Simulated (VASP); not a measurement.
# GaN (F-43m) in VASP: single point with PBE

Aim: the single point of GaN with PBE.

All numbers are computed with VASP 6.6.1; they aren't measurements. Logs are shortened: lines on timing, memory, paths and dates and some standing lists are left out, and cuts for length are marked.

## Step 1: The cell of the first run

Symmetry: F-43m, No. 216, cubic system. The conventional cell has a = 4.549 Å, b = 4.549 Å, c = 4.549 Å, α = 90.00°, β = 90.00°, γ = 90.00°. Within 2.6 Å of Ga (site symmetry -43m) lie 4 N at 1.97 Å. Within 2.6 Å of N (site symmetry -43m) lie 4 Ga at 1.97 Å.

## Step 2: Single point, PBE

INCAR

```
SYSTEM = GaN
ALGO = Normal ; EDIFF = 1E-6
ENCUT = 600 ; GGA = PE
GGA_COMPAT = .False. ; ISIF = 2
ISMEAR = 0 ; LASPH = .True.
LCHARG = .False. ; LREAL = .False.
LWAVE = .False. ; NBANDS = 16
NELM = 120 ; PREC = Accurate
SIGMA = 0.02
```

KPOINTS

```
k-points
0
Gamma
  10 10 10
  0 0 0
```

POSCAR

```
GaN
1.0
    0.0000000000      2.2744128233      2.2744128233
    2.2744128233      0.0000000000      2.2744128233
    2.2744128233      2.2744128233      0.0000000000
Ga N
1 1
Direct
    0.0000000000      0.0000000000      0.0000000000
    0.2500000000      0.2500000000      0.2500000000
```

Potentials or basis: VASP PAW PBE potentials, release 64 (Ga_d, N).

Started as:

```bash
cat potpaw_PBE.64/Ga_d/POTCAR potpaw_PBE.64/N/POTCAR > POTCAR
mpirun -np 1 vasp_std > vasp.out
```

OUTCAR:

```text
SYSTEM = GaN
   EDIFF = 1E-6
   ENCUT = 600
   GGA = PE
   ISIF = 2
   ISMEAR = 0
   LASPH = .True.
   LREAL = .False.
   NELM = 120
   PREC = Accurate

 ion  position               nearest neighbor table
   1  0.000  0.000  0.000-   2 1.97   2 1.97   2 1.97   2 1.97
   2  0.250  0.250  0.250-   1 1.97   1 1.97   1 1.97   1 1.97

  LATTYP: Found a face centered cubic cell.
 ALAT       =     4.5488256466

  Lattice vectors:

 A1 = (   0.0000000000,   2.2744128233,   2.2744128233)
 A2 = (   2.2744128233,   0.0000000000,   2.2744128233)
 A3 = (   2.2744128233,   2.2744128233,   0.0000000000)

Analysis of symmetry for initial positions (statically):
=====================================================================
 Subroutine PRICEL returns:
 Original cell was already a primitive cell.

 Routine SETGRP: Setting up the symmetry group for a
 face centered cubic supercell.

 Subroutine GETGRP returns: Found 24 space group operations
 (whereof 24 operations were pure point group operations)
 out of a pool of 48 trial point group operations.

The static configuration has the point symmetry T_d .

Analysis of symmetry for dynamics (positions and initial velocities):
=====================================================================
 Subroutine PRICEL returns:
 Original cell was already a primitive cell.

 Routine SETGRP: Setting up the symmetry group for a
 face centered cubic supercell.

 Subroutine GETGRP returns: Found 24 space group operations
 (whereof 24 operations were pure point group operations)
 out of a pool of 48 trial point group operations.

The dynamic configuration has the point symmetry T_d .

 Subroutine INISYM returns: Found 24 space group operations
 (whereof 24 operations are pure point group operations),
 and found     1 'primitive' translations

----------------------------------------------------------------------------------------

                                     Primitive cell

  volume of cell :      23.5309

  direct lattice vectors                    reciprocal lattice vectors
     0.000000000  2.274412823  2.274412823    -0.219836960  0.219836960  0.219836960
     2.274412823  0.000000000  2.274412823     0.219836960 -0.219836960  0.219836960
     2.274412823  2.274412823  0.000000000     0.219836960  0.219836960 -0.219836960

  length of vectors
     3.216505461  3.216505461  3.216505461     0.380768783  0.380768783  0.380768783

  position of ions in fractional coordinates (direct lattice)
     0.000000000  0.000000000  0.000000000
     0.250000000  0.250000000  0.250000000

  ion indices of the primitive-cell ions
   primitive index   ion index
                 1           1
                 2           2

----------------------------------------------------------------------------------------

 KPOINTS: k-points

Automatic generation of k-mesh.
 Grid dimensions read from file:
 generate k-points for:   10   10   10

 Generating k-lattice:

  Cartesian coordinates                     Fractional coordinates (reciprocal lattice)
    -0.021983696  0.021983696  0.021983696     0.100000000  0.000000000  0.000000000
     0.021983696 -0.021983696  0.021983696     0.000000000  0.100000000  0.000000000
     0.021983696  0.021983696 -0.021983696     0.000000000  0.000000000  0.100000000

  Length of vectors
     0.038076878  0.038076878  0.038076878

  Shift w.r.t. Gamma in fractional coordinates (k-lattice)
     0.000000000  0.000000000  0.000000000

 Subroutine IBZKPT returns following result:
 ===========================================

 Found     47 irreducible k-points:

 Following reciprocal coordinates:
            Coordinates               Weight
  0.000000  0.000000  0.000000      1.000000
  0.100000  0.000000  0.000000      8.000000
  0.200000  0.000000  0.000000      8.000000
  0.300000  0.000000  0.000000      8.000000
  0.400000  0.000000  0.000000      8.000000
  0.500000  0.000000  0.000000      4.000000
[... 16 lines left out ...]
  0.300000  0.300000  0.000000      6.000000
  0.400000  0.300000  0.000000     24.000000
 [... further k-points ...]
   k-points           NKPTS =     47   k-points in BZ     NKDIM =     47   number of bands    NBANDS=     16
   number of dos      NEDOS =    301   number of ions     NIONS =      2
   total plane-waves  NPLWV =  21952
   dimension x,y,z NGX =    28 NGY =   28 NGZ =   28
   dimension x,y,z NGXF=    56 NGYF=   56 NGZF=   56
   ions per type =               1   1
   NGX,Y,Z   is equivalent  to a cutoff of  14.47, 14.47, 14.47 a.u.
   NGXF,Y,Z  is equivalent  to a cutoff of  28.94, 28.94, 28.94 a.u.
 SYSTEM =  GaN
   PREC   = accura    normal or accurate (medium, high low for compatibility)
   ISTART =      0    job   : 0-new  1-cont  2-samecut
   ICHARG =      2    charge: 1-file 2-atom 10-const
   ISPIN  =      1    spin polarized calculation?
   LNONCOLLINEAR =      F non collinear calculations
   LSORBIT =      F    spin-orbit coupling
   LASPH  =      T    aspherical Exc in radial PAW
   ENCUT  =  600.0 eV  44.10 Ry    6.64 a.u.   6.42  6.42  6.42*2*pi/ulx,y,z
   NELM   =    120;   NELMIN=  2; NELMDL= -5     # of ELM steps
   EDIFF  = 0.1E-05   stopping-criterion for ELM
   LREAL  =      F    real-space projection
   EDIFFG = 0.1E-04   stopping-criterion for IOM
   NSW    =      0    number of steps for IOM
   IBRION =     -1    ionic relax: 0-MD 1-quasi-New 2-CG
   NFREE  =      0    steps in history (QN), initial steepest desc. (CG)
   ISIF   =      2    stress and relaxation
   ISYM   =      2    0-nonsym 1-usesym 2-fastsym
   POTIM  = 0.5000    time-step for ionic-motion
   TEBEG  =    0.0;   TEEND  =   0.0 temperature during run
   PSTRESS=    0.0 pullay stress
   NELECT =      18.0000    total number of electrons
   NUPDOWN=      -1.0000    fix difference up-down
   EMIN   =  10.00;   EMAX   =-10.00  energy-range for DOS
   EFERMI =   0.00;   METHOD = LEGACY
   ISMEAR =     0;   SIGMA  =   0.02  broadening in eV -4-tet -1-fermi 0-gaus
   EFERMI_NEDOS =   21; number of points for ismear=-14 and -15
   IALGO  =     38    algorithm
   IMIX   =      4    mixing-type and parameters
     AMIX     =   0.40;   BMIX     =  1.00
     AMIX_MAG =   1.60;   BMIX_MAG =  1.00
  volume/ion in A,a.u.               =      11.77        79.40
  Fermi-wavevector in a.u.,A,eV,Ry     =   1.497223  2.829340 30.499847  2.241675
  Thomas-Fermi vector in A             =   2.609138
   LORBIT       =      0    0 simple, 1 ext, 2 COOP (PROOUT), +10 PAW based schemes
   GGA     = PE    functional components
   LHFCALC =     F    Hartree Fock is set to
   AEXX    =    0.0000 exact exchange contribution
   IVDW    =     0    specifies the selected vdW correction
   LEPSILON=     F    determine dielectric tensor
   LRPA    =     F    only Hartree local field effects (RPA)
 non-spin polarized calculation
 Gauss-broadening in eV      SIGMA  =   0.02
  energy-cutoff  :      600.00
  volume of cell :       23.53
 maximum number of plane-waves:       801
 NGX is ok and might be reduce to    28
   NGX = 13   NGY = 13   NGZ = 13

 number of electron      18.0000002 magnetization

 Free energy of the ion-electron system (eV)
  ---------------------------------------------------
  ext. energy  EPLUGINS =         0.00000000
  ---------------------------------------------------
  free energy    TOTEN  =       -12.15503903 eV

  energy without entropy =      -12.15503903  energy(sigma->0) =      -12.15503903

 E-fermi :   5.0744     XC(G=0): -11.5196

 val. band max:        4.9844562750   @ k =   0.0000   0.0000   0.0000
 cond. band min:       6.5300279113   @ k =   0.0000   0.0000   0.0000
 fundamental gap:      1.5455716363
 Fermi energy:         5.0744245008

 k-point     1 :       0.0000    0.0000    0.0000
  band No.  band energies     occupation
      1     -10.7171      2.00000
      2      -8.4384      2.00000
      3      -8.4384      2.00000
      4      -8.4384      2.00000
      5      -8.1458      2.00000
      6      -8.1458      2.00000
[... 8 lines left out ...]
     15      23.6300      0.00000
     16      23.6300      0.00000

 k-point     2 :       0.1000    0.0000    0.0000
  band No.  band energies     occupation
      1     -10.6137      2.00000
      2      -8.4259      2.00000
      3      -8.4259      2.00000
      4      -8.3974      2.00000
      5      -8.1469      2.00000
      6      -8.1469      2.00000
[... 8 lines left out ...]
     15      22.3491      0.00000
     16      22.3491      0.00000

 k-point     3 :       0.2000    0.0000    0.0000
  band No.  band energies     occupation
      1     -10.3572      2.00000
      2      -8.3968      2.00000
      3      -8.3968      2.00000
      4      -8.2282      2.00000
      5      -8.1457      2.00000
      6      -8.1457      2.00000
[... 8 lines left out ...]
     15      21.5906      0.00000
     16      21.5906      0.00000

 k-point     4 :       0.3000    0.0000    0.0000
  band No.  band energies     occupation
      1     -10.0940      2.00000
      2      -8.3710      2.00000
      3      -8.3710      2.00000
      4      -8.1331      2.00000
      5      -8.1331      2.00000
      6      -7.8279      2.00000
[... 8 lines left out ...]
     15      22.0378      0.00000
     16      22.0378      0.00000

 k-point     5 :       0.4000    0.0000    0.0000
  band No.  band energies     occupation
      1      -9.9434      2.00000
      2      -8.3599      2.00000
      3      -8.3599      2.00000
      4      -8.1124      2.00000
      5      -8.1124      2.00000
      6      -7.2363      2.00000
[... 8 lines left out ...]
     15      23.3684      0.00000
     16      23.3684      0.00000

 k-point     6 :       0.5000    0.0000    0.0000
  band No.  band energies     occupation
      1      -9.9010      2.00000
      2      -8.3579      2.00000
      3      -8.3579      2.00000
      4      -8.1021      2.00000
      5      -8.1021      2.00000
      6      -6.8978      2.00000
[... 8 lines left out ...]
     15      24.3170      0.00000
     16      24.3170      0.00000

 k-point     7 :       0.1000    0.1000    0.0000
  band No.  band energies     occupation
      1     -10.5797      2.00000
      2      -8.4146      2.00000
      3      -8.4146      2.00000
      4      -8.3985      2.00000
      5      -8.1549      2.00000
      6      -8.1390      2.00000
[... 8 lines left out ...]
     15      23.5988      0.00000
     16      24.3139      0.00000

 k-point     8 :       0.2000    0.1000    0.0000
  band No.  band energies     occupation
      1     -10.3759      2.00000
      2      -8.3950      2.00000
      3      -8.3844      2.00000
      4      -8.2852      2.00000
      5      -8.1494      2.00000
      6      -8.1322      2.00000
[... 8 lines left out ...]
     15      23.3528      0.00000
     16      23.4960      0.00000

 k-point     9 :       0.3000    0.1000    0.0000
  band No.  band energies     occupation
      1     -10.1205      2.00000
      2      -8.3721      2.00000
      3      -8.3548      2.00000
      4      -8.1849      2.00000
      5      -8.1204      2.00000
      6      -7.9119      2.00000
[... 8 lines left out ...]
     15      22.5290      0.00000
     16      23.4457      0.00000
[... 172 lines left out ...]
 k-point    19 :       0.5000    0.2000    0.0000
  band No.  band energies     occupation
      1      -9.8340      2.00000
      2      -8.3420      2.00000
      3      -8.2867      2.00000
      4      -8.1821      2.00000
      5      -8.0984      2.00000
      6      -6.7878      2.00000
[... 8 lines left out ...]
     15      24.9311      0.00000
     16      25.2784      0.00000

 k-point    20 :      -0.4000    0.2000    0.0000
  band No.  band energies     occupation
      1      -9.8279      2.00000
      2      -8.3469      2.00000
      3      -8.2923      2.00000
      4      -8.1545      2.00000
      5      -8.1205      2.00000
      6      -6.6708      2.00000
[... 8 lines left out ...]
     15      23.3640      0.00000
     16      24.9526      0.00000

 k-point    21 :      -0.3000    0.2000    0.0000
  band No.  band energies     occupation
      1      -9.8821      2.00000
      2      -8.3487      2.00000
      3      -8.3089      2.00000
      4      -8.1514      2.00000
      5      -8.1465      2.00000
      6      -7.1092      2.00000
[... 8 lines left out ...]
     15      21.9890      0.00000
     16      25.2730      0.00000

 k-point    22 :      -0.2000    0.2000    0.0000
  band No.  band energies     occupation
      1     -10.0138      2.00000
      2      -8.3556      2.00000
      3      -8.3427      2.00000
      4      -8.1658      2.00000
      5      -8.1526      2.00000
      6      -7.6589      2.00000
[... 8 lines left out ...]
     15      22.0763      0.00000
     16      25.2016      0.00000

 k-point    23 :       0.3000    0.3000    0.0000
  band No.  band energies     occupation
      1      -9.9384      2.00000
      2      -8.2958      2.00000
      3      -8.2638      2.00000
      4      -8.2638      2.00000
      5      -8.0993      2.00000
      6      -7.6359      2.00000
[... 8 lines left out ...]
     15      26.7516      0.00000
     16      26.9816      0.00000

 k-point    24 :       0.4000    0.3000    0.0000
  band No.  band energies     occupation
      1      -9.8405      2.00000
      2      -8.3146      2.00000
      3      -8.2321      2.00000
      4      -8.2320      2.00000
      5      -8.0899      2.00000
      6      -7.1885      2.00000
[... 8 lines left out ...]
     15      26.8408      0.00000
     16      27.1113      0.00000

 [... further k-points ...]

------------------------ aborting loop because EDIFF is reached ----------------------------------------

  FORCE on cell =-STRESS in cart. coord.  units (eV):
  Direction    XX          YY          ZZ          XY          YZ          ZX
  --------------------------------------------------------------------------------------
  -------------------------------------------------------------------------------------
  Total       -0.0119074     -0.0119074     -0.0119074      0.0000000     -0.0000000     -0.0000000
  in kB       -0.8107564     -0.8107564     -0.8107564      0.0000000     -0.0000000     -0.0000000
  external PRESSURE =      -0.8107564 kB  Pullay stress =       0.0000000 kB

 VOLUME and BASIS-vectors are now :
 -----------------------------------------------------------------------------
  energy-cutoff  :      600.00
  volume of cell :       23.53
      direct lattice vectors                 reciprocal lattice vectors
     0.000000000  2.274412823  2.274412823    -0.219836960  0.219836960  0.219836960
     2.274412823  0.000000000  2.274412823     0.219836960 -0.219836960  0.219836960
     2.274412823  2.274412823  0.000000000     0.219836960  0.219836960 -0.219836960

 POSITION                                       TOTAL-FORCE (eV/Angst)
 -----------------------------------------------------------------------------------
      0.00000      0.00000      0.00000         0.000000      0.000000      0.000000
      1.13721      1.13721      1.13721        -0.000000     -0.000000     -0.000000
 -----------------------------------------------------------------------------------
    total drift:                                0.000000      0.000000      0.000000

  FREE ENERGIE OF THE ION-ELECTRON SYSTEM (eV)
  ---------------------------------------------------
  free  energy   TOTEN  =       -12.1550390322 eV

  energy  without entropy=      -12.1550390322  energy(sigma->0) =      -12.15503903
```

It took 12 s on 1 thread of Intel Xeon 6975P-C (Granite Rapids), shared host; peak memory 0.16 GiB.

What came out:

```yaml
Free_energy: -12.1550 eV
Pressure: -0.1 GPa
Band_gap_on_the_k_mesh: 1.55 eV
```
